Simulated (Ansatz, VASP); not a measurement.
## Two plane-wave programs on MoSe3

```
CELL_PARAMETERS angstrom
6.69061 0.00000 0.00000
-3.34531 5.79424 0.00000
0.00000 0.00000 3.00556
ATOMIC_POSITIONS crystal
Mo 0.00000 0.00000 0.00000
Se 0.29920 0.00000 0.50000
Se 0.00000 0.29920 0.50000
Se 0.70080 0.70080 0.50000
```

Alike in both runs: task single point; functional PBE; k mesh 6 × 6 × 12; occupations gaussian, width 0.1 eV; no spin polarisation.

|  | VASP | Ansatz |
| --- | --- | --- |
| version | VASP 6.6.1 | Ansatz 0.2.0 |
| potentials or method | VASP PAW PBE potentials, release 64 (Mo_sv, Se), cutoff 500 eV | scalar-relativistic, plane waves, PAW |
| valence electrons in the cell | 32 | 62 |

Ansatz gave:

- gap on the k mesh at the Fermi level (eV): none
- pressure (GPa): 0.0
- rms of the force components (eV/Å): 0.002

What did VASP give for the same quantities?

gap on the k mesh at the Fermi level (eV): none; pressure (GPa): 0.1; rms of the force components (eV/Å): 0.016.

Atom by atom the forces differ by 0.014 eV/Å (rms over components). A gap of «none» marks a metal or a gap that the smearing closes. With one functional, cell and mesh, what is left measures potentials, basis and numerics. VASP's potentials hold 32 valence electrons a cell and Ansatz's 62, so a difference there can come from the potentials and not from the codes.
